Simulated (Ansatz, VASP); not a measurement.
BN: VASP beside Ansatz

```
B N
1.0
     2.50399    0.00000    0.00000
    -1.25200    2.16852    0.00000
     0.00000    0.00000    6.66120
B N
2 2
Direct
  0.29324 0.63732 0.25000
  0.70676 0.36268 0.75000
  0.37338 0.69598 0.75000
  0.62662 0.30402 0.25000
```

Change from the starting cell: mode 4 (44.6 1/cm) frozen in, largest displacement -0.090 Å.

Alike in both runs: task single point; functional PBE; k mesh 12 × 12 × 4; occupations gaussian, width 0.05 eV; no spin polarisation.

```csv
,VASP,Ansatz
version,VASP 6.6.1,Ansatz 0.2.0
potentials or method,"VASP PAW PBE potentials, release 64 (B, N), cutoff 520 eV","scalar-relativistic, plane waves, PAW"
valence electrons in the cell,16,16
```

|  | VASP | Ansatz | Ansatz less VASP |
| --- | --- | --- | --- |
| gap on the k mesh at the Fermi level (eV) | 3.95 | 3.96 | +0.008 |
| least direct gap on the mesh (eV) | 4.32 | 4.32 | +0.006 |
| pressure (GPa) | 3.4 | 3.3 | -0.08 |
| traceless stress, the component that is largest in VASP (GPa) | -0.62 | -0.42 | +0.202 |
| rms of the force components (eV/Å) | 0.004 | 0.004 | 0.0000 |

Atom by atom the forces differ by 0.000 eV/Å (rms over components).
